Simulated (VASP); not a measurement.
Pt:

```
Pt
1.0
     2.55000    0.00000    0.00000
     0.00000    2.55000    0.00000
     0.00000    0.00000    2.55000
Pt
1
Cartesian
  0.0000 0.0000 0.0000
```

| Item | Value |
| --- | --- |
| Program | VASP 6.6.1 |
| Task | relaxation of cell and atoms |
| Functional | revPBE |
| Potentials or basis | VASP PAW PBE potentials, release 64 (Pt) |
| Cutoff | 600 eV |
| k mesh | 7 × 7 × 7 |
| Occupations | gaussian, width 0.1 eV |
| Spin | no spin polarisation |

At the start: pressure 22.1 GPa; volume 16.58 Å³/atom.

Problem. Where does the relaxation end?

Solution. Over 4 steps the energy falls by 104.0 meV/atom and the volume is 18.26 Å³/atom (+10.1 %); space group Pm-3m (No. 221, to 0.05 Å).

Step by step:
```csv
step,energy change (eV),largest force (eV/Å),pressure (GPa),volume (Å³)
1,0.0000,0.0000,22.14,16.58
2,0.2828,0.0000,-21.69,22.71
3,-0.1035,0.0000,-1.36,18.38
4,-0.1040,0.0000,-0.22,18.26
```

Final structure:
```yaml
crystal:
  lattice:
    - [2.63332, 0.00000, 0.00000]
    - [0.00000, 2.63332, 0.00000]
    - [0.00000, 0.00000, 2.63332]
  atoms:
    - { symbol: Pt, position: [0.00000, 0.00000, 0.00000] }
```

Caveat: the PAW data sets were made with another functional, which shifts forces and pressure a little.
